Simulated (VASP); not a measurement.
Input of a VASP 6.6.1 run:

File INCAR:

```
SYSTEM = CdInS2
PREC = Accurate
ENCUT = 520
EDIFF = 1E-7
ISMEAR = -1
SIGMA = 0.02
LREAL = .FALSE.
LASPH = .TRUE.
NELM = 80
ALGO = Normal
ISIF = 2
LWAVE = .FALSE.
LCHARG = .FALSE.
GGA = PE
IVDW = 13
NBANDS = 26
```

The input KPOINTS:

```
Automatic mesh
0
G
  8 8 4
  0 0 0
```

Contents of POSCAR:

```
CdInS2
1.0
    3.8694961422      0.0000000000      0.0000000000
   -1.9347480711      3.3510819590      0.0000000000
    0.0000000000      0.0000000000      6.8105290000
In Cd S
1 1 2
Direct
    0.0000000000      0.0000000000      0.5000000000
    0.0000000000      0.0000000000      0.0000000000
    0.3333333333      0.6666666667      0.2449510000
    0.6666666667      0.3333333333      0.7550490000
```

Potentials or basis: VASP PAW PBE potentials, release 64 (In_d, Cd, S).

The run is started by

```bash
$ cat potpaw_PBE.64/In_d/POTCAR potpaw_PBE.64/Cd/POTCAR potpaw_PBE.64/S/POTCAR > POTCAR
$ mpirun -np 1 vasp_std > vasp.out
```

Q: Predict the pressure.

A: -2.5 GPa.

Q: Estimate the largest force.

A: 0.034 eV/Å.

Q: What does it give for the dispersion energy per atom?

A: -0.360 eV.

Forces on the atoms (eV/Å):
```
In   0.000  0.000  0.000
Cd   0.000  0.000  0.000
S    0.000  0.000 -0.034
S    0.000  0.000  0.034
```

Caveat: pairwise dispersion overbinds metals, which lowers pressure and volume.
